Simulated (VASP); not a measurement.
# ZnS (F-43m) in VASP: vibrations by perturbation theory with LDA

Aim: the vibrations by perturbation theory of ZnS with LDA.

Everything below comes from runs of VASP 6.6.1. Logs are shortened: lines on timing, memory, paths and dates and some standing lists are left out, and cuts for length are marked.

### Step 1. The cell of the first run

It takes space group F-43m (No. 216, cubic). Conventional cell: a = 5.147 Å, b = 5.147 Å, c = 5.147 Å, α = 90.00°, β = 90.00°, γ = 90.00°. Within 2.9 Å of Zn (site symmetry -43m) lie 4 S at 2.23 Å. S (site symmetry -43m) has 4 Zn at 2.23 Å within 2.9 Å.

### Step 2. Vibrations by perturbation theory, LDA

File INCAR:

```
PREC = Accurate
ENCUT = 520
EDIFF = 1E-8
ISMEAR = 0
SIGMA = 0.01
LREAL = F
LASPH = T
NELM = 60
ALGO = Normal
ISIF = 2
LWAVE = F
LCHARG = F
GGA = CA
IBRION = 8
NSW = 1
LEPSILON = T
```

File KPOINTS:

```
regular mesh
0
Gamma
  10 10 10
```

File POSCAR:

```
ZnS
1.0
    0.0000000000      2.5735474367      2.5735474367
    2.5735474367      0.0000000000      2.5735474367
    2.5735474367      2.5735474367      0.0000000000
Zn S
1 1
Direct
    0.0000000000      0.0000000000      0.0000000000
    0.7500000000      0.7500000000      0.7500000000
```

Potentials or basis: VASP PAW LDA potentials, release 64 (Zn, S).

Run with:

```
> cat potpaw_LDA.64/Zn/POTCAR potpaw_LDA.64/S/POTCAR > POTCAR
> mpirun -np 1 vasp_std > vasp.out
```

OUTCAR:

```text
PREC = Accurate
   ENCUT = 520
   EDIFF = 1E-8
   ISMEAR = 0
   LREAL = F
   LASPH = T
   NELM = 60
   ISIF = 2
   GGA = CA
   IBRION = 8
   NSW = 1
   LEPSILON = T

 ion  position               nearest neighbor table
   1  0.000  0.000  0.000-   2 2.23   2 2.23   2 2.23   2 2.23
   2  0.750  0.750  0.750-   1 2.23   1 2.23   1 2.23   1 2.23

  LATTYP: Found a face centered cubic cell.
 ALAT       =     5.1470948734

  Lattice vectors:

 A1 = (   0.0000000000,   2.5735474367,   2.5735474367)
 A2 = (   2.5735474367,   0.0000000000,   2.5735474367)
 A3 = (   2.5735474367,   2.5735474367,   0.0000000000)

Analysis of symmetry for initial positions (statically):
=====================================================================
 Subroutine PRICEL returns:
 Original cell was already a primitive cell.

 Routine SETGRP: Setting up the symmetry group for a
 face centered cubic supercell.

 Subroutine GETGRP returns: Found 24 space group operations
 (whereof 24 operations were pure point group operations)
 out of a pool of 48 trial point group operations.

The static configuration has the point symmetry T_d .

Analysis of symmetry for dynamics (positions and initial velocities):
=====================================================================
 Subroutine PRICEL returns:
 Original cell was already a primitive cell.

 Routine SETGRP: Setting up the symmetry group for a
 face centered cubic supercell.

 Subroutine GETGRP returns: Found 24 space group operations
 (whereof 24 operations were pure point group operations)
 out of a pool of 48 trial point group operations.

The dynamic configuration has the point symmetry T_d .

 Subroutine INISYM returns: Found 24 space group operations
 (whereof 24 operations are pure point group operations),
 and found     1 'primitive' translations

----------------------------------------------------------------------------------------

                                     Primitive cell

  volume of cell :      34.0900

  direct lattice vectors                    reciprocal lattice vectors
     0.000000000  2.573547437  2.573547437    -0.194284354  0.194284354  0.194284354
     2.573547437  0.000000000  2.573547437     0.194284354 -0.194284354  0.194284354
     2.573547437  2.573547437  0.000000000     0.194284354  0.194284354 -0.194284354

  length of vectors
     3.639545688  3.639545688  3.639545688     0.336510371  0.336510371  0.336510371

  position of ions in fractional coordinates (direct lattice)
     0.000000000  0.000000000  0.000000000
     0.750000000  0.750000000  0.750000000

  ion indices of the primitive-cell ions
   primitive index   ion index
                 1           1
                 2           2

----------------------------------------------------------------------------------------

 KPOINTS: regular mesh

Automatic generation of k-mesh.
 Grid dimensions read from file:
 generate k-points for:   10   10   10

 Generating k-lattice:

  Cartesian coordinates                     Fractional coordinates (reciprocal lattice)
    -0.019428435  0.019428435  0.019428435     0.100000000  0.000000000  0.000000000
     0.019428435 -0.019428435  0.019428435     0.000000000  0.100000000  0.000000000
     0.019428435  0.019428435 -0.019428435     0.000000000  0.000000000  0.100000000

[... 530 lines left out ...]
  ---------------------------------------------------
  free energy    TOTEN  =        -0.50932799 eV

  energy without entropy =       -0.50932799

------------------------ aborting loop because EDIFF is reached ----------------------------------------

--------------------------------------- Ionic step        2  -------------------------------------------

------------------------ aborting loop because EDIFF is reached ----------------------------------------

--------------------------------------- Ionic step        3  -------------------------------------------

------------------------ aborting loop because EDIFF is reached ----------------------------------------

 PIEZOELECTRIC TENSOR FIELD DIRECTION 3  (e Angst)
 -----------------------------------------------------------------------------
    -0.00098  1.31665  0.00000           ( -0.00000 -0.01638  0.00000)
     1.31665 -0.00098  0.00000           ( -0.01638 -0.00000  0.00000)
     0.00000  0.00000  0.00063           (  0.00000  0.00000 -0.00000)

 PIEZOELECTRIC TENSOR FIELD DIRECTION 3  (C/m^2)
 -----------------------------------------------------------------------------
    -0.00046  0.61880  0.00000
     0.61880 -0.00046  0.00000
     0.00000  0.00000  0.00029

--------------------------------------- Ionic step        4  -------------------------------------------

------------------------ aborting loop because EDIFF is reached ----------------------------------------

[... ionic steps 5 to 6 ...]

--------------------------------------- Ionic step        7  -------------------------------------------

 Free energy of the ion-electron system (eV)
  ---------------------------------------------------
  ---------------------------------------------------
  free energy    TOTEN  =        -0.10362415 eV

  energy without entropy =       -0.10362415

------------------------ aborting loop because EDIFF is reached ----------------------------------------

 INTERNAL STRAIN TENSOR  FOR ION    2  DIRECTION 1   (eV/Angst):
 -----------------------------------------------------------------------------
    -0.01349  0.00000  0.00000
     0.00000  0.01691 10.49967
     0.00000 10.49967  0.01691

 MACROSCOPIC STATIC DIELECTRIC TENSOR (including local field effects in DFT)
 ------------------------------------------------------
           6.151160    -0.000000     0.000000
           0.000000     6.151160     0.000000
          -0.000000     0.000000     6.151160
 ------------------------------------------------------

 PIEZOELECTRIC TENSOR (including local field effects)  for field in x, y, z        (e  Angst)
          XX          YY          ZZ          XY          YZ          ZX
  --------------------------------------------------------------------------------
  x     0.00000    -0.00000     0.00000     0.00000     1.32959    -0.00000
  y     0.00000    -0.00000    -0.00000     0.00000     0.00000     1.32959
  z     0.00000    -0.00000     0.00000     1.32959     0.00000     0.00000

 PIEZOELECTRIC TENSOR (including local field effects)  for field in x, y, z        (C/m^2)
          XX          YY          ZZ          XY          YZ          ZX
  --------------------------------------------------------------------------------
  x     0.00000    -0.00000     0.00000     0.00000     0.62489    -0.00000
  y     0.00000    -0.00000    -0.00000     0.00000     0.00000     0.62489
  z     0.00000    -0.00000     0.00000     0.62489     0.00000     0.00000

 BORN EFFECTIVE CHARGES (including local field effects) (in |e|, cummulative output)
 ---------------------------------------------------------------------------------
 ion    1
    1     1.79142    -0.00000     0.00000
    2     0.00000     1.79142    -0.00000
    3     0.00000     0.00000     1.79142
 ion    2
    1    -1.79142     0.00000    -0.00000
    2    -0.00000    -1.79142     0.00000
    3     0.00000    -0.00000    -1.79142

 INTERNAL STRAIN TENSOR FOR ION    2 for displacements in x,y,z  (eV/Angst):
          X           Y           Z          XY          YZ          ZX
  --------------------------------------------------------------------------------
  x     0.00000     0.00000     0.00000     0.00000    10.49967     0.00000
  y     0.00000     0.00000     0.00000     0.00000     0.00000    10.49967
  z     0.00000     0.00000     0.00000    10.49967     0.00000     0.00000

 SECOND DERIVATIVES (NOT SYMMETRIZED)
 ------------------------------------
               1X          1Y          1Z          2X          2Y          2Z
  1X    -8.998521    0.000000    0.000000    8.998521    0.000000    0.000000
  1Y     0.000000   -8.998521    0.000000    0.000000    8.998521    0.000000
  1Z     0.000000    0.000000   -8.998521    0.000000    0.000000    8.998521
  2X     9.005712    0.000000    0.000000   -9.005712    0.000000    0.000000
  2Y     0.000000    9.005712    0.000000    0.000000   -9.005712    0.000000
  2Z     0.000000    0.000000    9.005712    0.000000    0.000000   -9.005712

 Eigenvectors and eigenvalues of the dynamical matrix
 ----------------------------------------------------

   1 f  =   10.112975 THz    63.541695 2PiTHz  337.332533 cm-1    41.823885 meV
             X         Y         Z           dx          dy          dz
      0.000000  0.000000  0.000000     0.000000   -0.336388   -0.464432
      3.860321  3.860321  3.860321     0.000000    0.480559    0.663482
[... 21 lines left out ...]
   6 f/i=    0.001898 THz     0.011923 2PiTHz    0.063296 cm-1     0.007848 meV
             X         Y         Z           dx          dy          dz
      0.000000  0.000000  0.000000     0.810686    0.112134    0.036876
      3.860321  3.860321  3.860321     0.567474    0.078493    0.025813

--------------------------------------------------------------------------------------------------------

 MACROSCOPIC STATIC DIELECTRIC TENSOR IONIC CONTRIBUTION
 ------------------------------------------------------
           1.892308    -0.000000     0.000000
          -0.000000     1.892308     0.000000
          -0.000000     0.000000     1.892308
 ------------------------------------------------------

 ELASTIC MODULI CONTR FROM IONIC RELAXATION (kBar)
 Direction    XX          YY          ZZ          XY          YZ          ZX
 --------------------------------------------------------------------------------
 XX          -0.0000     -0.0000      0.0000     -0.0000      0.0000     -0.0000
 YY          -0.0000     -0.0000     -0.0000     -0.0000     -0.0000     -0.0000
 ZZ           0.0000     -0.0000     -0.0000      0.0000     -0.0000     -0.0000
 XY          -0.0000     -0.0000      0.0000   -574.6950     -0.0000     -0.0000
 YZ           0.0000     -0.0000     -0.0000      0.0000   -574.6950      0.0000
 ZX          -0.0000     -0.0000     -0.0000     -0.0000      0.0000   -574.6950
 --------------------------------------------------------------------------------

 PIEZOELECTRIC TENSOR IONIC CONTR  for field in x, y, z        (C/m^2)
          XX          YY          ZZ          XY          YZ          ZX
  --------------------------------------------------------------------------------
  x     0.00000    -0.00000    -0.00000     0.00000    -0.98127     0.00000
  y    -0.00000    -0.00000    -0.00000    -0.00000     0.00000    -0.98127
  z    -0.00000    -0.00000     0.00000    -0.98127    -0.00000    -0.00000
```

It took 9.6 min on 1 thread of Intel Xeon 8259CL, shared host; peak memory 0.32 GiB.

What came out:

* Electronic dielectric tensor (diagonal): 6.15
* Born charges (mean of the diagonal): Zn +1.79; S -1.79 e
* Highest phonon frequency at Γ, LO-TO splitting left out: 337 cm⁻¹

Phonon frequencies in cm⁻¹ (negative: imaginary):
| q point | frequencies |
| --- | --- |
| (0.000, 0.000, 0.000) | 0 0 0 337 337 337 |

Electronic dielectric tensor:
```
6.15 0.00 0.00
0.00 6.15 0.00
0.00 0.00 6.15
```

Born effective charge tensors (e):
atom 1, Zn
```
1.79 0.00 0.00
0.00 1.79 0.00
0.00 0.00 1.79
```
atom 2, S
```
-1.79  0.00  0.00
 0.00 -1.79  0.00
 0.00  0.00 -1.79
```

Caveat: the cell stands under pressure or tension, which shifts response properties.
